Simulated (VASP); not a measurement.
Input of a VASP 6.6.1 run:

The input INCAR:

```
PREC = Accurate ; ENCUT = 520
EDIFF = 1E-6 ; ISMEAR = 0
SIGMA = 0.01 ; LREAL = F
LASPH = T ; NELM = 80
ALGO = Normal ; ISIF = 2
LWAVE = F ; LCHARG = F
GGA = CA ; NBANDS = 16
```

KPOINTS

```
regular mesh
0
Gamma
  6 6 6
```

POSCAR

```
CdSe
1.0
    2.9739537397      2.9739537397      0.0000000000
   -2.9739537397      2.9739537397      0.0000000000
    0.0000000000      2.9739537397      3.0477710815
Cd Se
1 1
Direct
    0.0000000000      0.0000000000      0.0000000000
    0.7500000000      0.2500000000      0.5000000000
```

Potentials or basis: VASP PAW LDA potentials, release 64 (Cd, Se).

Launch:

```sh
$ cat potpaw_LDA.64/Cd/POTCAR potpaw_LDA.64/Se/POTCAR > POTCAR
$ mpirun -np 1 vasp_std > vasp.out
```

What does it give for the pressure?

0.8 GPa.

What does it give for the band gap on the k mesh?

0.42 eV, direct.

Stress tensor (GPa, compression positive):
```
0.98 0.00 0.00
0.00 0.98 0.00
0.00 0.00 0.52
```

Caveat: the cell differs from its parent crystal (in-plane strain -0.01, then relaxed in part).
